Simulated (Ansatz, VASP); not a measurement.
## One calculation of Co, two programs

INCAR

```
PREC = Accurate ; ENCUT = 600
EDIFF = 1E-7 ; ISMEAR = -1
SIGMA = 0.1 ; LREAL = F
LASPH = T ; NELM = 150
ALGO = Normal ; ISIF = 3
LWAVE = F ; LCHARG = F
ISPIN = 2 ; MAGMOM = 1.7
LORBIT = 11 ; LMAXMIX = 4
GGA = PE ; IBRION = 2
NSW = 60 ; EDIFFG = -0.005
```

Contents of KPOINTS:

```
Automatic mesh
0
Gamma
  18 18 17
```

POSCAR

```
Co
1.0
    2.4017149105      0.0000000000      0.0000000000
   -1.2008574553      2.0799461252      0.0000000000
    0.0000000000      0.0000000000      2.2576120159
Co
1
Direct
    0.0000000000      0.0000000000      0.0000000000
```

Input for Ansatz:

```yaml
crystal:
  lattice:
    - [2.4017149105, 0.0, 0.0]
    - [-1.2008574553, 2.0799461252, 0.0]
    - [0.0, 0.0, 2.2576120159]
  atoms:
    - { symbol: Co, position: [0.0, 0.0, 0.0], spin: 1.7 }
magnetization:
  spin_polarized: true
kpoints:
  mp_grid: { grid: [18, 18, 17] }
scf:
  occupations: { method: fermi_dirac, width: 0.1 }
hamiltonian:
  xc: pbe
  pseudopotentials: { kind: paw }
output:
  forces: true
  stress: true
  write_density: true
  write_potential: true
  elf: true
  volumetric_format: npy
relax:
  f_tol: 0.005
  max_steps: 40
  cell: {}
```

Alike in both runs: task relaxation of cell and atoms; functional PBE; k mesh 18 × 18 × 17; occupations fermi-dirac, width 0.1 eV; collinear spin.

|  | VASP | Ansatz |
| --- | --- | --- |
| version | VASP 6.6.1 | Ansatz 0.2.0 |
| potentials or method | VASP PAW PBE potentials, release 64 (Co) | PAW with Ansatz's default frozen-core files, scalar-relativistic |
| plane-wave cutoff (eV) | 600 | 420 |
| valence electrons in the cell | 9 | 17 |

```tsv
	VASP	Ansatz	Ansatz less VASP
net moment per atom (μB)	1.76	1.77	+0.017
size of the moment on the site where the two differ most (μB)	1.76	1.80	+0.032
relaxed volume (Å³/atom)	11.96	12.02	+0.062
relaxed length of the cell vector where the two differ most in proportion (Å)	2.309	2.315	+0.0064
```

Site moments also hang on the region over which each program counts them. VASP's potentials hold 9 valence electrons a cell and Ansatz's 17, so a difference there can come from the potentials and not from the codes.
